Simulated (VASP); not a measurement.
Write the native input for VASP 6.6.1 that does the following.

| Quantity | Value |
| --- | --- |
| Task | single point |
| Functional | PBE |
| Potentials or basis | VASP PAW PBE potentials, release 64 (B, W_sv) |
| Cutoff | 520 eV |
| k mesh | 4 × 4 × 4 |
| Occupations | gaussian, width 0.1 eV |
| Spin | no spin polarisation |
| Dipole correction | no |
| Further INCAR settings | ALGO = Normal; EDIFF = 1e-06; NBANDS = 38 |

The structure of B5W3 lies in POSCAR:

```
B5W3
1.0
   -2.7259946250      2.7259946250      2.7259946250
    2.7259946250     -2.7259946250      2.7259946250
    2.7259946250      2.7259946250     -2.7259946250
B W
5 3
Direct
    0.0000000000      0.0000000000      0.0000000000
    0.0000000000      0.0000000000      0.5000000000
    0.0000000000      0.5000000000      0.0000000000
    0.5000000000      0.0000000000      0.0000000000
    0.5000000000      0.5000000000      0.5000000000
    0.0000000000      0.5000000000      0.5000000000
    0.5000000000      0.5000000000      0.0000000000
    0.5000000000      0.0000000000      0.5000000000
```

The cell was generated, and may not be a known phase.

These files were run (other wordings do the same):

INCAR

```
SYSTEM = B5W3
PREC = Accurate
ENCUT = 520
EDIFF = 1E-6
ISMEAR = 0
SIGMA = 0.1
LREAL = .False.
LASPH = .True.
NELM = 80
ALGO = Normal
ISIF = 2
LWAVE = .False.
LCHARG = .True.
GGA = PE
LELF = .True.
LVHAR = .True.
NBANDS = 38
```

KPOINTS

```
Automatic mesh
0
Gamma
  4 4 4
  0 0 0
```

Potentials or basis: VASP PAW PBE potentials, release 64 (B, W_sv).

Run with:

```bash
$ cat potpaw_PBE.64/B/POTCAR potpaw_PBE.64/W_sv/POTCAR > POTCAR
$ mpirun -np 1 vasp_std > vasp.out
```

It gave:

```yaml
Pressure: 0.5 GPa
Band_gap_on_the_k_mesh: zero (an odd number of electrons rules out a gap without spin polarisation)
```

Caveat: the k points lie up to 0.41 Å⁻¹ apart, too coarse for converged energies and pressures of a metal; spin-orbit coupling is left out, which moves the levels of the heavy elements; an odd number of electrons without spin polarisation forces a metal; a magnetic or distorted state may lie lower.

It took 61 s on 1 thread of Intel Xeon 8259CL, with other jobs on the host, peak memory 0.21 GiB.
